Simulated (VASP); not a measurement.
Ir, 1 atom in the cell. Symmetry: Fm-3m, No. 225, cubic system. Conventional cell: a = 3.844 Å, b = 3.844 Å, c = 3.844 Å, α = 90.00°, β = 90.00°, γ = 90.00°. Ir (site symmetry m-3m) has 12 Ir at 2.72 Å within 3.6 Å. 

* Program: VASP 6.6.1
* Task: single point
* Functional: r2SCAN
* Potentials or basis: VASP PAW PBE potentials, release 64 (Ir)
* Cutoff: 520 eV
* k mesh: 18 × 18 × 18
* Occupations: gaussian, width 0.1 eV
* Spin: no spin polarisation
* Dipole correction: no
* Further INCAR settings: ALGO = Normal; EDIFF = 1e-07; NBANDS = 10

Potentials or basis: VASP PAW PBE potentials, release 64 (Ir).

The run is started by

```sh
$ cat potpaw_PBE.64/Ir/POTCAR > POTCAR
$ cp INCAR.step1 INCAR
$ mpirun -np 1 vasp_std > vasp.out
$ cp INCAR.step2 INCAR
$ mpirun -np 1 vasp_std > vasp.out
```

Hardware: 1 thread of Intel(R) Xeon(R) Platinum 8488C (Sapphire Rapids) (shared host).

**Question.** Estimate the wall time of this run.

**Answer.** Wall time 63 s on 1 thread of Intel(R) Xeon(R) Platinum 8488C (Sapphire Rapids) (shared host), peak memory 0.15 GiB. Counts: k points 195.
